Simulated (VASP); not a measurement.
Wanted: the native input for a VASP 6.6.1 run.

| Property | Result |
| --- | --- |
| Task | single point |
| Functional | PBEsol |
| Dispersion | D3(BJ) |
| Potentials or basis | VASP PAW PBE potentials, release 64 (Al) |
| Cutoff | 520 eV |
| k mesh | 24 × 24 × 12 |
| Occupations | gaussian, width 0.1 eV |
| Spin | no spin polarisation |
| Dipole correction | no |
| Further INCAR settings | ALGO = Fast; EDIFF = 1e-06; NBANDS = 10 |

The structure of Al lies in POSCAR:

```
Al
1.0
    2.7065514101      0.0000000000      0.0000000000
   -1.3532757050      2.3439422778      0.0000000000
    0.0000000000      0.0000000000      4.7452328703
Al
2
Direct
    0.6666666667      0.3333333333      0.7500000000
    0.3333333333      0.6666666667      0.2500000000
```

This isn't the form of Al at room conditions, which is fcc.

This cell differs from its parent crystal: biaxial strain in the a-b plane: -3.0 %, then relaxed in part.

One way to write it, as run:

INCAR

```
PREC = Accurate ; ENCUT = 520
EDIFF = 1E-6 ; ISMEAR = 0
SIGMA = 0.1 ; LREAL = F
LASPH = T ; NELM = 80
ALGO = Fast ; ISIF = 2
LWAVE = F ; LCHARG = F
GGA = PS ; IVDW = 12
NBANDS = 10
```

KPOINTS

```
regular mesh
0
Gamma
  24 24 12
```

Potentials or basis: VASP PAW PBE potentials, release 64 (Al).

Run with:

```bash
$ cat potpaw_PBE.64/Al/POTCAR > POTCAR
$ mpirun -np 1 vasp_std > vasp.out
```

It gave:

The pressure is 4.6 GPa. The band gap on the k mesh is zero (bands 3 and 4 overlap by 6.90 eV) and the dispersion energy per atom is -0.348 eV.

Caveat: the cell differs from its parent crystal (biaxial strain in the a-b plane: -3.0 %, then relaxed in part); the stress differs along the axes, from 0 to 7 GPa; the PAW data sets were made with another functional, which shifts forces and pressure a little.

It took 41 s on 1 thread of Intel(R) Xeon(R) 6975P-C (Granite Rapids), on a shared host, peak memory 0.22 GiB.
